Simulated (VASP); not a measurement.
Set up this calculation in VASP 6.6.1, as the native input.

```
Task                   : relaxation of cell and atoms
Functional             : LDA
Potentials or basis    : VASP PAW LDA potentials, release 64 (Ta_pv, Si)
Cutoff                 : 500 eV
k mesh                 : 10 × 10 × 10
Occupations            : gaussian, width 0.1 eV
Spin                   : no spin polarisation
Dipole correction      : no
Further INCAR settings : ALGO = Normal; EDIFF = 1e-07; IBRION = 2; EDIFFG = -0.005; NSW = 100; ISIF = 3
```

The structure of Ta2Si lies in POSCAR:

```
Ta2Si
1.0
   -3.0877629443      3.0877629443      2.5236412193
    3.0877629443     -3.0877629443      2.5236412193
    3.0877629443      3.0877629443     -2.5236412193
Ta Si
4 2
Direct
    0.6635932100      0.8364067900      0.5000000000
    0.8364067900      0.3364067900      0.1728135800
    0.3364067900      0.1635932100      0.5000000000
    0.1635932100      0.6635932100      0.8271864200
    0.2500000000      0.2500000000      0.0000000000
    0.7500000000      0.7500000000      0.0000000000
```

The input as run:

INCAR

```
SYSTEM = Ta2Si
PREC = Accurate
ENCUT = 500
EDIFF = 1E-7
ISMEAR = 0
SIGMA = 0.1
LREAL = .False.
LASPH = .True.
NELM = 120
ALGO = Normal
ISIF = 3
LWAVE = .False.
LCHARG = .False.
IBRION = 2
NSW = 100
EDIFFG = -0.005
GGA_COMPAT = .False.
NELMIN = 4
```

KPOINTS

```
regular mesh
0
Gamma
  10 10 10
  0 0 0
```

Potentials or basis: VASP PAW LDA potentials, release 64 (Ta_pv, Si).

Launch:

```console
$ cat potpaw_LDA.64/Ta_pv/POTCAR potpaw_LDA.64/Si/POTCAR > POTCAR
$ mpirun -np 1 vasp_std > vasp.out
```

It gave:

* Relaxed volume: 15.55 Å³/atom
* Relaxed cell: a = 4.990 Å, b = 4.990 Å, c = 4.990 Å, α = 104.63°, β = 104.63°, γ = 119.65°
* Space group after relaxing (to 0.1 Å): I4/mcm (No. 140)
* Energy gained by relaxing: 11.0 meV/atom
* Ionic steps: 9
* Pressure after relaxing: 0.0 GPa
* Band gap on the k mesh: zero (bands 26 and 27 overlap by 0.75 eV)

Caveat: spin-orbit coupling is left out, which moves the levels of the heavy elements.

It took 46 min on 1 thread of Intel Xeon 8259CL (shared host), peak memory 0.37 GiB.
